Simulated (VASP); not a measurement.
# Nb: single point with PBE

The system is Nb.

```xyz
1
Lattice="-1.6543 1.6543 1.6543 1.6543 -1.6543 1.6543 1.6543 1.6543 -1.6543" Properties=species:S:1:pos:R:3 pbc="T T T"
Nb    0.0000    0.0000    0.0000
```

| Quantity | Value |
| --- | --- |
| Program | VASP 6.6.1 |
| Task | single point |
| Functional | PBE |
| Potentials or basis | VASP PAW PBE potentials, release 64 (Nb_sv) |
| Cutoff | 520 eV |
| k mesh | 16 × 16 × 16 |
| Occupations | methfessel-paxton, width 0.1 eV |
| Spin | no spin polarisation |
| Dipole correction | no |
| Further INCAR settings | ALGO = Normal; EDIFF = 1e-06; NBANDS = 12 |

```yaml
Pressure: -0.4 GPa
```

Levels at points of the mesh, in eV from the Fermi level:
| k point | band 3 | band 4 | band 5 | band 6 | band 7 | band 8 | band 9 | band 10 |
| --- | --- | --- | --- | --- | --- | --- | --- | --- |
| (0.00, 0.00, 0.00) | -29.69 | -29.69 | -5.94 | 0.36 | 0.36 | 0.36 | 3.25 | 3.25 |
| (0.50, 0.00, 0.00) | -30.11 | -29.70 | -3.71 | -1.65 | 2.25 | 3.28 | 3.96 | 6.32 |
| (0.50, 0.50, 0.50) | -30.60 | -30.60 | -3.70 | -3.70 | 5.56 | 5.56 | 5.56 | 9.02 |

Wall time 18 s on 1 thread of Intel(R) Xeon(R) Platinum 8259CL CPU @ 2.50GHz (Skylake/Cascade Lake) (shared host), peak memory 0.16 GiB.
